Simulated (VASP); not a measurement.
Write the native input for VASP 6.6.1 that does the following.

```
Task                   : relaxation of cell and atoms
Functional             : RPBE
Dispersion             : D4
Potentials or basis    : VASP PAW PBE potentials, release 64 (W_sv, S)
Cutoff                 : 600 eV
k mesh                 : 10 × 10 × 3
Occupations            : fermi-dirac, width 0.05 eV
Spin                   : no spin polarisation
Dipole correction      : no
Further INCAR settings : ALGO = Normal; EDIFF = 1e-07; IBRION = 2; EDIFFG = -0.01; NSW = 60; ISIF = 3
```

The structure of WS2 lies in POSCAR:

```
WS2
1.0
    3.1800000000      0.0000000000      0.0000000000
   -1.5900000000      2.7539607840      0.0000000000
    0.0000000000      0.0000000000     12.5000000000
W S
2 4
Direct
    0.6666666667      0.3333333333      0.7500000000
    0.3333333333      0.6666666667      0.2500000000
    0.6666666667      0.3333333333      0.3750000000
    0.3333333333      0.6666666667      0.8750000000
    0.6666666667      0.3333333333      0.1250000000
    0.3333333333      0.6666666667      0.6250000000
```

The input as run:

INCAR

```
SYSTEM = WS2
ALGO = Normal
EDIFF = 1E-7
EDIFFG = -0.01
ENCUT = 600
GGA = RP
IBRION = 2
ISIF = 3
ISMEAR = -1
IVDW = 13
LASPH = .TRUE.
LCHARG = .FALSE.
LREAL = .FALSE.
LWAVE = .FALSE.
NELM = 80
NSW = 60
PREC = Accurate
SIGMA = 0.05
```

KPOINTS

```
k-points
0
G
  10 10 3
  0 0 0
```

Potentials or basis: VASP PAW PBE potentials, release 64 (W_sv, S).

Run with:

```bash
$ cat potpaw_PBE.64/W_sv/POTCAR potpaw_PBE.64/S/POTCAR > POTCAR
$ mpirun -np 1 vasp_std > vasp.out
```

Results of the run:

```json
{
  "Relaxed volume": "16.73 Å³/atom",
  "Relaxed cell": "a = 3.133 Å, b = 3.133 Å, c = 11.808 Å, α = 90.00°, β = 90.00°, γ = 120.00°",
  "Space group after relaxing (to 0.1 Å)": "P6_3/mmc (No. 194)",
  "Energy gained by relaxing": "20.4 meV/atom",
  "Ionic steps": "15",
  "Pressure after relaxing": "0.1 GPa",
  "Largest force after relaxing": "0.009 eV/Å",
  "Band gap on the k mesh": "0.85 eV (least direct gap 2.17 eV)",
  "Dispersion energy per atom": "-0.936 eV"
}
```

Caveat: the PAW data sets were made with another functional, which shifts forces and pressure a little; spin-orbit coupling is left out, which moves the levels of the heavy elements.

It took 12 min on 1 thread of Intel(R) Xeon(R) 6975P-C (Granite Rapids), with other jobs on the host, peak memory 0.33 GiB.
